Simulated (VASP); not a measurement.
# TaN (Pmm2) in VASP: notebook, part 2 of 2

VASP 6.6.1. Earlier steps stand in the parts before.

## Step 3: Single point, LDA

This run uses another cell than the first one, of 10.85 Å³/atom.

The input, INCAR:

```
SYSTEM = TaN
PREC = Accurate
ENCUT = 700
EDIFF = 1E-6
ISMEAR = 0
SIGMA = 0.15
LREAL = .FALSE.
LASPH = .TRUE.
NELM = 120
ALGO = Normal
ISIF = 2
LWAVE = .FALSE.
LCHARG = .TRUE.
LELF = .TRUE.
LVHAR = .TRUE.
NBANDS = 46
GGA_COMPAT = .FALSE.
```

The input, KPOINTS:

```
Automatic mesh
0
G
  15 15 5
  0 0 0
```

The input, POSCAR:

```
TaN
1.0
    1.4532781440     -2.5171515829      0.0000000000
    0.0000000000      0.0000000000     -2.8514389807
    9.0660790254      5.2343031658      0.0000000000
Ta N
4 4
Direct
    0.5000000000      0.5000000000      0.8816573402
    0.0000000000      0.5000000000      0.1603144499
    0.5000000000      0.5000000000      0.4007620800
    0.0000000000      0.5000000000      0.6412097101
    0.0000000000      0.0000000000      0.8015081302
    0.5000000000      0.0000000000      0.0801652399
    0.0000000000      0.0000000000      0.3206128700
    0.5000000000      0.0000000000      0.5610605001
```

Potentials or basis: VASP PAW LDA potentials, release 64 (Ta_sv_GW, N).

Started as:

```console
$ cat potpaw_LDA.64/Ta_sv_GW/POTCAR potpaw_LDA.64/N/POTCAR > POTCAR
$ mpirun -np 1 vasp_std > vasp.out
```

OUTCAR:

```text
SYSTEM = TaN
   PREC = Accurate
   ENCUT = 700
   EDIFF = 1E-6
   ISMEAR = 0
   LREAL = .FALSE.
   LASPH = .TRUE.
   NELM = 120
   ISIF = 2

 ion  position               nearest neighbor table
   1  0.500  0.500  0.882-   5 2.20   5 2.20   5 2.20   5 2.20   6 2.52   6 2.52   4 2.91   4 2.91
                             2 3.26   2 3.26
   2  0.000  0.500  0.160-   6 2.20   6 2.20   6 2.20   6 2.20   7 2.20   7 2.20   3 2.91   3 2.91
                             1 3.26   1 3.26
   3  0.500  0.500  0.401-   7 2.20   7 2.20   7 2.20   7 2.20   8 2.20   8 2.20   2 2.91   4 2.91
                             2 2.91   4 2.91
   4  0.000  0.500  0.641-   8 2.20   8 2.20   8 2.20   8 2.20   5 2.20   5 2.20   3 2.91   1 2.91
                             1 2.91   3 2.91
   5  0.000  0.000  0.802-   1 2.20   1 2.20   1 2.20   1 2.20   4 2.20   4 2.20
   6  0.500  0.000  0.080-   2 2.20   2 2.20   2 2.20   2 2.20   1 2.52   1 2.52
   7  0.000  0.000  0.321-   3 2.20   3 2.20   3 2.20   3 2.20   2 2.20   2 2.20
   8  0.500  0.000  0.561-   4 2.20   4 2.20   4 2.20   4 2.20   3 2.20   3 2.20

  LATTYP: Found a simple orthorhombic cell.
 ALAT       =     2.8514389807
 B/A-ratio  =     1.0193296464
 C/A-ratio  =     3.6713415235

  Lattice vectors:

 A1 = (   0.0000000000,   0.0000000000,   2.8514389807)
 A2 = (   1.4532781440,  -2.5171515829,   0.0000000000)
 A3 = (   9.0660790254,   5.2343031658,   0.0000000000)

Analysis of symmetry for initial positions (statically):
=====================================================================
 Subroutine PRICEL returns:
 Original cell was already a primitive cell.

 Routine SETGRP: Setting up the symmetry group for a
 simple orthorhombic supercell.

 Subroutine GETGRP returns: Found  4 space group operations
 (whereof  4 operations were pure point group operations)
 out of a pool of  8 trial point group operations.

The static configuration has the point symmetry C_2v.

Analysis of symmetry for dynamics (positions and initial velocities):
=====================================================================
 Subroutine PRICEL returns:
[... 143 lines left out ...]
  Fermi-wavevector in a.u.,A,eV,Ry     =   1.538421  2.907193 32.201427  2.366738
  Thomas-Fermi vector in A             =   2.644792
   LORBIT       =      0    0 simple, 1 ext, 2 COOP (PROOUT), +10 PAW based schemes
   GGA     = CA    functional components
   LHFCALC =     F    Hartree Fock is set to
   AEXX    =    0.0000 exact exchange contribution
   IVDW    =     0    specifies the selected vdW correction
   LEPSILON=     F    determine dielectric tensor
   LRPA    =     F    only Hartree local field effects (RPA)
 non-spin polarized calculation
 Gauss-broadening in eV      SIGMA  =   0.15
  energy-cutoff  :      700.00
  volume of cell :       86.76
 maximum number of plane-waves:      3678
 NGX is ok and might be reduce to    28
   NGX = 13   NGY = 13   NGZ = 45

 number of electron      71.9999997 magnetization

 Free energy of the ion-electron system (eV)
  ---------------------------------------------------
  ext. energy  EPLUGINS =         0.00000000
  ---------------------------------------------------
  free energy    TOTEN  =      -108.07867526 eV

  energy without entropy =     -108.07131623  energy(sigma->0) =     -108.07499575

 E-fermi :  12.0853     XC(G=0): -13.9166

 val. band max:       12.0820001675   @ k =   0.0667   0.3333   0.0000
 cond. band min:      12.1101848910   @ k =   0.4667   0.4667   0.2000
 fundamental gap:      0.0281847235
 Fermi energy:        12.0852509406

 k-point     1 :       0.0000    0.0000    0.0000
  band No.  band energies     occupation
      1     -56.1857      2.00000
      2     -56.0543      2.00000
      3     -55.9837      2.00000
      4     -55.8999      2.00000
      5     -23.3861      2.00000
      6     -23.0052      2.00000
[... 1165 lines left out ...]
     45      16.3036      0.00000
     46      16.7028      0.00000

 [... further k-points ...]
[... 5 lines left out ...]
  --------------------------------------------------------------------------------------
  -------------------------------------------------------------------------------------
  Total       -7.0394905     -3.8936108     -0.9268986     -2.7244118      0.0000000     -0.0000000
  in kB     -129.9930468    -71.9004199    -17.1163491    -50.3096907      0.0000000     -0.0000000
  external PRESSURE =     -73.0032719 kB  Pullay stress =       0.0000000 kB

 VOLUME and BASIS-vectors are now :
 -----------------------------------------------------------------------------
  energy-cutoff  :      700.00
  volume of cell :       86.76
      direct lattice vectors                 reciprocal lattice vectors
     1.453278144 -2.517151583  0.000000000     0.172024881 -0.297955834  0.000000000
     0.000000000  0.000000000 -2.851438981     0.000000000  0.000000000 -0.350700123
     9.066079025  5.234303166  0.000000000     0.082725950  0.047761849  0.000000000

 POSITION                                       TOTAL-FORCE (eV/Angst)
 -----------------------------------------------------------------------------------
      8.71981      3.35629     -1.42572         2.443806      1.410932      0.000000
      1.45342      0.83913     -1.42572        -2.090517     -1.206961      0.000000
      4.35998      0.83913     -1.42572        -0.032610     -0.018827      0.000000
      5.81326      3.35629     -1.42572         0.133108      0.076850      0.000000
      7.26654      4.19534      0.00000         0.393186      0.227006      0.000000
      1.45342     -0.83897      0.00000        -0.801277     -0.462617      0.000000
      2.90670      1.67818      0.00000        -0.096957     -0.055978      0.000000
      5.81326      1.67818      0.00000         0.051260      0.029595      0.000000
 -----------------------------------------------------------------------------------
    total drift:                               -0.000797     -0.000460     -0.000000

  FREE ENERGIE OF THE ION-ELECTRON SYSTEM (eV)
  ---------------------------------------------------
  free  energy   TOTEN  =      -108.0786752559 eV

  energy  without entropy=     -108.0713162346  energy(sigma->0) =     -108.07499575
```

stdout:

```text
POSCAR found type information on POSCAR TaN
 POSCAR found :  2 types and       8 ions
 scaLAPACK will be used
 LDA part: xc-table for (Slater(with rela. corr.)+CA(PZ))
 , standard interpolation
 POSCAR, INCAR and KPOINTS ok, starting setup
 FFT: planning ... GRIDC
 FFT: planning ... GRID_SOFT
 FFT: planning ... GRID
 WAVECAR not read
 entering main loop
```

Wall time 19 min (1 thread of Intel Xeon 6975P-C (Granite Rapids), shared host); peak memory 0.88 GiB.

What came out:

```
Free energy            : -108.0787 eV
Pressure               : -7.3 GPa
Largest force          : 2.822 eV/Å
Band gap on the k mesh : zero (bands 36 and 37 overlap by 0.22 eV)
```

Forces in eV/Å, atoms in the order of the input:
```
Ta   2.444  1.411  0.000
Ta  -2.091 -1.207  0.000
Ta  -0.033 -0.019  0.000
Ta   0.133  0.077  0.000
N    0.393  0.227  0.000
N   -0.801 -0.463  0.000
N   -0.097 -0.056  0.000
N    0.051  0.030  0.000
```

Stress tensor (GPa, compression positive):
```
-13.00  -5.03   0.00
 -5.03  -7.19   0.00
  0.00   0.00  -1.71
```

Levels at points of the mesh, in eV from the Fermi level:
| k point | band 33 | band 34 | band 35 | band 36 | band 37 | band 38 | band 39 | band 40 |
| --- | --- | --- | --- | --- | --- | --- | --- | --- |
| (0.00, 0.00, 0.00) | -3.35 | -3.20 | -2.92 | -2.56 | 1.67 | 2.35 | 2.52 | 3.05 |

Caveat: the stress differs along the axes, from -13 to -2 GPa; spin-orbit coupling is left out, which moves the levels of the heavy elements; forces of over 1 eV/Å act on the atoms, so gaps and moduli don't describe the material at rest.

## Step 4: Single point, LDA

This run uses another cell than the first one, of 10.17 Å³/atom.

The input, INCAR:

```
  PREC = Accurate
  ENCUT = 700
  EDIFF = 1E-6
  ISMEAR = 0
  SIGMA = 0.15
  LREAL = F
  LASPH = T
  NELM = 120
  ALGO = Normal
  ISIF = 2
  LWAVE = F
  LCHARG = F
  NBANDS = 46
  GGA_COMPAT = F
```

The input, KPOINTS:

```
Automatic mesh
0
Gamma
  15 15 5
```

The input, POSCAR:

```
TaN
1.0
    1.4532781440     -2.5171515829      0.0000000000
    0.0000000000      0.0000000000     -2.8514389807
    8.5031625129      4.9093031658      0.0000000000
Ta N
4 4
Direct
    0.5000000000      0.5000000000      0.9400237979
    0.0000000000      0.5000000000      0.1709274013
    0.5000000000      0.5000000000      0.4272928669
    0.0000000000      0.5000000000      0.6836583324
    0.0000000000      0.0000000000      0.8545686427
    0.5000000000      0.0000000000      0.0854722462
    0.0000000000      0.0000000000      0.3418377117
    0.5000000000      0.0000000000      0.5982031772
```

Started as:

```console
$ cat potpaw_LDA.64/Ta_sv_GW/POTCAR potpaw_LDA.64/N/POTCAR > POTCAR
$ mpirun -np 1 vasp_std > vasp.out
```

Wall time 13 min (1 thread of Intel Xeon 6975P-C (Granite Rapids), shared host); peak memory 0.84 GiB.

Results (log left out):

| Property | Result |
| --- | --- |
| Free energy | -108.1915 eV |
| Pressure | 14.3 GPa |
| Largest force | 5.770 eV/Å |
| Band gap on the k mesh | zero (bands 36 and 37 overlap by 0.45 eV) |

Forces on the atoms (eV/Å):
```
Ta  -4.997 -2.885  0.000
Ta   2.698  1.557  0.000
Ta   0.000  0.000  0.000
Ta   0.000  0.000  0.000
N   -0.595 -0.344  0.000
N    2.830  1.634  0.000
N    0.123  0.071  0.000
N   -0.059 -0.034  0.000
```

Stress tensor (GPa, compression positive):
```
20.88  7.18  0.00
 7.18 12.58  0.00
 0.00  0.00  9.56
```

Levels at points of the mesh, in eV from the Fermi level:
```
           k point  band 33  band 34  band 35  band 36  band 37  band 38  band 39  band 40
(0.00, 0.00, 0.00)    -3.14    -3.11    -2.94    -2.86     2.15     2.42     2.94     2.96
```

Caveat: the stress differs along the axes, from 10 to 21 GPa; spin-orbit coupling is left out, which moves the levels of the heavy elements; forces of over 1 eV/Å act on the atoms, so gaps and moduli don't describe the material at rest.

## Step 5: Summary

| potentials or basis | cell | cutoff (eV) | gap on the mesh (eV) | pressure (GPa) | largest force (eV/Å) |
| --- | --- | --- | --- | --- | --- |
| VASP PAW LDA potentials, release 64 (Ta_pv, N) | a = 2.907, b = 2.851, c = 11.069 Å, 8 atoms | 520 | none | -8.3 | 2.96 |
| VASP PAW LDA potentials, release 64 (Ta_sv_GW, N) | a = 2.907, b = 2.851, c = 10.469 Å, 8 atoms | 700 | none | -7.3 | 2.82 |
| VASP PAW LDA potentials, release 64 (Ta_sv_GW, N) | a = 2.907, b = 2.851, c = 9.819 Å, 8 atoms | 700 | none | 14.3 | 5.77 |

Alike in all rows: task single point; level LDA; no spin polarisation; k mesh 15 × 15 × 5; smearing gaussian 0.15 eV.

Caveats: spin-orbit coupling is left out, which moves the levels of the heavy elements; forces of over 1 eV/Å act on the atoms, so gaps and moduli don't describe the material at rest; the stress differs along the axes, from -13 to -4 GPa (at least some runs); the stress differs along the axes, from -13 to -2 GPa (at least some runs); the stress differs along the axes, from 10 to 21 GPa (at least some runs).

Total energies depend on the potentials used, so only differences within one code and one set of settings carry meaning.

The gap in the log of VASP goes by the Fermi energy; the results here count the filled bands.